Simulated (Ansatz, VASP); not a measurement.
# K2MgGaC6N6 in VASP and in Ansatz

```
K Mg Ga C N
1.0
     0.00000    5.14100    5.14100
     5.14100    0.00000    5.14100
     5.14100    5.14100    0.00000
K Mg Ga C N
2 1 1 6 6
Direct
  0.25000 0.25000 0.25000
  0.75000 0.75000 0.75000
  0.50000 0.50000 0.50000
  0.00000 0.00000 0.00000
  0.81560 0.18440 0.18440
  0.18440 0.81560 0.18440
  0.18440 0.18440 0.81560
  0.18440 0.81560 0.81560
  0.81560 0.18440 0.81560
  0.81560 0.81560 0.18440
  0.70181 0.29819 0.29819
  0.29819 0.70181 0.29819
  0.29819 0.29819 0.70181
  0.29819 0.70181 0.70181
  0.70181 0.29819 0.70181
  0.70181 0.70181 0.29819
```

Alike in both runs: task single point; functional PBE; k mesh 4 × 4 × 4; occupations gaussian, width 0.1 eV; no spin polarisation.

|  | VASP | Ansatz |
| --- | --- | --- |
| version | VASP 6.6.1 | Ansatz 0.2.0 |
| potentials or method | VASP PAW PBE potentials, release 64 (K_sv, Mg, Ga_d, C, N), cutoff 520 eV | scalar-relativistic, plane waves, PAW |
| valence electrons in the cell | 87 | 95 |

Ansatz gave:

- gap on the k mesh at the Fermi level (eV): none
- pressure (GPa): 11.8
- rms of the force components (eV/Å): 0.987

Task: What did VASP give for the same quantities?

Result: gap on the k mesh at the Fermi level (eV): none; pressure (GPa): 12.1; rms of the force components (eV/Å): 0.888.

Atom by atom the forces differ by 0.210 eV/Å (rms over components). A gap of «none» marks a metal or a gap that the smearing closes. VASP's potentials hold 87 valence electrons a cell and Ansatz's 95, so a difference there can come from the potentials and not from the codes.

Noted on VASP's run: the standard files for N, O and F lose accuracy on very short bonds.
